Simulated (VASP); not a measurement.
A run of VASP 6.6.1 is set up as follows.

The input INCAR:

```
  PREC = Accurate
  ENCUT = 520
  EDIFF = 1E-8
  ISMEAR = -1
  SIGMA = 0.03
  LREAL = F
  LASPH = T
  NELM = 60
  ALGO = Normal
  ISIF = 2
  LWAVE = F
  LCHARG = F
  LEFG = T
  NBANDS = 11
```

Contents of KPOINTS:

```
Automatic mesh
0
Gamma
  15 15 15
```

File POSCAR:

```
BAs
1.0
    0.0000000000      2.3562190158      2.3562190158
    2.3562190158      0.0000000000      2.3562190158
    2.3562190158      2.3562190158      0.0000000000
B As
1 1
Direct
    0.0000000000      0.0000000000      0.0000000000
    0.7500000000      0.7500000000      0.7500000000
```

Potentials or basis: VASP PAW LDA potentials, release 64 (B, As).

Launch:

```sh
$ cat potpaw_LDA.64/B/POTCAR potpaw_LDA.64/As/POTCAR > POTCAR
$ mpirun -np 1 vasp_std > vasp.out
```

Q: What does it give for the band gap on the k mesh?

A: 1.09 eV, indirect (least direct gap 3.30 eV).

Q: Predict the pressure.

A: 2.9 GPa.

Caveat: without QUAD_EFG the Cq values of the log hold for a quadrupole moment of 1 mb, not for the nuclei. A k mesh can miss the band edges.
